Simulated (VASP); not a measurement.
Input of a VASP 6.6.1 run:

Contents of POSCAR:

```
MnPt2
1.0
    2.8960193503      0.0000000000      0.0000000000
   -1.4480096751      2.5080263272      0.0000000000
    0.0000000000      0.0000000000      6.6184678581
Pt Mn
2 1
Direct
    0.6666666667      0.3333333333      0.3162060000
    0.3333333333      0.6666666667      0.6837940000
    0.0000000000      0.0000000000      0.0000000000
```

INCAR.step1

```
SYSTEM = MnPt2
  PREC = Accurate
  ENCUT = 520
  ISMEAR = -1
  SIGMA = 0.05
  LREAL = .FALSE.
  LASPH = .TRUE.
  NELM = 150
  ISPIN = 2
  MAGMOM = 0 0 4
  LMAXMIX = 4
  NBANDS = 28
  GGA = PE
  ALGO = Normal
  EDIFF = 1E-4
  LWAVE = .TRUE.
  LCHARG = .FALSE.
```

Contents of INCAR.step2:

```
SYSTEM = MnPt2
  PREC = Accurate
  ENCUT = 520
  EDIFF = 1E-7
  ISMEAR = -1
  SIGMA = 0.05
  LREAL = .FALSE.
  LASPH = .TRUE.
  NELM = 150
  ALGO = Normal
  ISIF = 2
  LWAVE = .FALSE.
  LCHARG = .TRUE.
  ISPIN = 2
  MAGMOM = 0 0 4
  LORBIT = 11
  LMAXMIX = 4
  METAGGA = R2SCAN
  LMIXTAU = .TRUE.
  LELF = .TRUE.
  LVHAR = .TRUE.
  NBANDS = 28
  ISTART = 1
```

KPOINTS

```
Automatic mesh
0
G
  11 11 4
  0 0 0
```

Potentials or basis: VASP PAW PBE potentials, release 64 (Pt, Mn_pv).

Command:

```bash
$ cat potpaw_PBE.64/Pt/POTCAR potpaw_PBE.64/Mn_pv/POTCAR > POTCAR
$ cp INCAR.step1 INCAR
$ mpirun -np 1 vasp_std > vasp.out
$ cp INCAR.step2 INCAR
$ mpirun -np 1 vasp_std > vasp.out
```

(1) What does it give for the pressure?

(2) Estimate the net moment.

Answers

(1) -8.8 GPa.

(2) 4.83 μB per cell.

Caveat: the cell stands under tension; the PAW data sets were made with another functional, which shifts forces and pressure a little.
